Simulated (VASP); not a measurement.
The system is Te3As5.

```
Te As
1.0
     6.03885    0.00000    0.00000
     0.00000    6.03885    0.00000
     0.00000    0.00000    6.03885
Te As
3 5
Cartesian
  3.0194 0.0000 0.0000
  0.0000 3.0194 0.0000
  0.0000 0.0000 3.0194
  0.0000 3.0194 3.0194
  3.0194 0.0000 3.0194
  3.0194 3.0194 0.0000
  0.0000 0.0000 0.0000
  3.0194 3.0194 3.0194
```

```yaml
Program: VASP 6.6.1
Task: relaxation of cell and atoms
Functional: PBE
Potentials_or_basis: VASP PAW PBE potentials, release 64 (Te, As)
Cutoff: 600 eV
k_mesh: 4 × 4 × 4
Occupations: gaussian, width 0.1 eV
Spin: no spin polarisation
```

At the start: pressure -5.5 GPa; volume 27.53 Å³/atom.

Question: How do energy, volume and symmetry change on relaxing?

Answer: Over 3 steps the energy falls by 53.6 meV/atom and the volume is 24.73 Å³/atom (-10.2 %); space group Pm-3m (No. 221, to 0.05 Å).

Step by step:
| step | energy change (eV) | largest force (eV/Å) | pressure (GPa) | volume (Å³) |
| --- | --- | --- | --- | --- |
| 1 | 0.0000 | 0.0000 | -5.55 | 220.22 |
| 2 | -0.3799 | 0.0000 | 2.44 | 191.23 |
| 3 | -0.4286 | 0.0000 | 0.01 | 197.81 |

Final structure:
```yaml
crystal:
  lattice:
    - [5.82664, 0.00000, 0.00000]
    - [0.00000, 5.82664, 0.00000]
    - [0.00000, 0.00000, 5.82664]
  atoms:
    - { symbol: Te, position: [0.50000, 0.00000, 0.00000] }
    - { symbol: Te, position: [0.00000, 0.50000, 0.00000] }
    - { symbol: Te, position: [0.00000, 0.00000, 0.50000] }
    - { symbol: As, position: [0.00000, 0.50000, 0.50000] }
    - { symbol: As, position: [0.50000, 0.00000, 0.50000] }
    - { symbol: As, position: [0.50000, 0.50000, 0.00000] }
    - { symbol: As, position: [0.00000, 0.00000, 0.00000] }
    - { symbol: As, position: [0.50000, 0.50000, 0.50000] }
```
